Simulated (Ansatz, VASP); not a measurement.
# Sb2As2C: VASP beside Ansatz

```
Sb As C
1.0
     4.14290    0.00000    0.00000
    -2.07145    3.58785    0.00000
     0.00000    0.00000    8.48613
Sb As C
2 2 1
Direct
  0.00000 0.00000 0.34001
  0.00000 0.00000 0.65999
  0.33333 0.66667 0.00000
  0.66667 0.33333 0.00000
  0.66667 0.33333 0.50000
```

Change from the starting cell: species swapped into the La2Ni2I type (P-6m2, No. 187).

Alike in both runs: functional PBE; k mesh 12 × 12 × 6; occupations gaussian, width 0.1 eV; no spin polarisation.

Ansatz relaxed the structure, and its values are those at the end. VASP's run is a single point on that final structure, the one shown.

```csv
,VASP,Ansatz
version,VASP 6.6.1,Ansatz 0.2.0
potentials or method,"VASP PAW PBE potentials, release 64 (Sb, As, C), cutoff 520 eV","scalar-relativistic, plane waves, PAW"
valence electrons in the cell,24,64
```

Ansatz gave:

* gap on the k mesh at the Fermi level (eV): none
* pressure (GPa): 0.0
* rms of the force components (eV/Å): 0.001

Problem. What did VASP give for the same quantities?

Solution. gap on the k mesh at the Fermi level (eV): none; pressure (GPa): 0.1; rms of the force components (eV/Å): 0.006.

A gap of «none» marks a metal or a gap that the smearing closes. With one functional, cell and mesh, what is left measures potentials, basis and numerics. VASP's potentials hold 24 valence electrons a cell and Ansatz's 64, so a difference there can come from the potentials and not from the codes.

Spin-orbit coupling is off throughout.
